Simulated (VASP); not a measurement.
The system is Ca2Se.

```
Ca Se
1.0
     3.52171    0.00000    0.00000
    -1.76086    3.04989    0.00000
     0.00000    0.00000    6.52651
Ca Se
2 1
Direct
  0.66667 0.33333 0.75873
  0.33333 0.66667 0.24127
  0.00000 0.00000 0.00000
```

| Quantity | Value |
| --- | --- |
| Program | VASP 6.6.1 |
| Task | relaxation of cell and atoms |
| Functional | PBE |
| Potentials or basis | VASP PAW PBE potentials, release 64 (Ca_sv, Se) |
| Cutoff | 600 eV |
| k mesh | 6 × 6 × 4 |
| Occupations | gaussian, width 0.1 eV |
| Spin | no spin polarisation |

At the start: pressure 26.1 GPa; volume 23.37 Å³/atom.

Problem. How do energy, volume and symmetry change on relaxing?

Solution. Over 9 steps the energy falls by 709.0 meV/atom and the volume is 33.28 Å³/atom (+42.4 %); space group P-3m1 (No. 164, to 0.05 Å).

Step by step:
```csv
step,energy change (eV),largest force (eV/Å),pressure (GPa),volume (Å³)
1,0.0000,3.0456,26.11,70.10
2,-1.7748,0.6261,-4.04,116.23
3,-2.0378,0.0173,0.11,98.81
4,-2.0384,0.0286,-0.22,99.74
5,-2.0998,0.0410,-0.17,99.81
6,-2.1260,0.0817,0.02,99.73
7,-2.1260,0.0811,0.01,99.73
8,-2.1266,0.0507,-0.04,99.78
9,-2.1269,0.0049,-0.11,99.85
```

Final structure:
```yaml
crystal:
  lattice:
    - [4.11490, 0.00000, 0.00000]
    - [-2.05745, 3.56361, 0.00000]
    - [0.00000, 0.00000, 6.80912]
  atoms:
    - { symbol: Ca, position: [0.66667, 0.33333, 0.74054] }
    - { symbol: Ca, position: [0.33333, 0.66667, 0.25946] }
    - { symbol: Se, position: [0.00000, 0.00000, 0.00000] }
```

Caveat: the volume moved by over 15 % at a fixed basis, so the end points are rough.
